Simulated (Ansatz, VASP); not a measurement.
# IrS in VASP and in Ansatz

```
Ir S
1.0
     0.00000    2.63754    2.63754
     2.63754    0.00000    2.63754
     2.63754    2.63754    0.00000
Ir S
1 1
Direct
  0.00000 0.00000 0.00000
  0.75000 0.75000 0.75000
```

Alike in both runs: functional PBE; k mesh 6 × 6 × 6; occupations gaussian, width 0.1 eV; no spin polarisation.

Ansatz relaxed the structure, and its values are those at the end. VASP's run is a single point on that final structure, the one shown.

|  | VASP | Ansatz |
| --- | --- | --- |
| version | VASP 6.6.1 | Ansatz 0.2.0 |
| potentials or method | VASP PAW PBE potentials, release 64 (Ir, S), cutoff 500 eV | scalar-relativistic, plane waves, PAW |
| valence electrons in the cell | 15 | 23 |

|  | VASP | Ansatz | Ansatz less VASP |
| --- | --- | --- | --- |
| gap on the k mesh at the Fermi level (eV) | none | none | - |
| pressure (GPa) | 0.4 | -0.1 | -0.49 |

A gap of «none» marks a metal or a gap that the smearing closes. VASP's potentials hold 15 valence electrons a cell and Ansatz's 23, so a difference there can come from the potentials and not from the codes.

Neither program's run includes spin-orbit coupling.
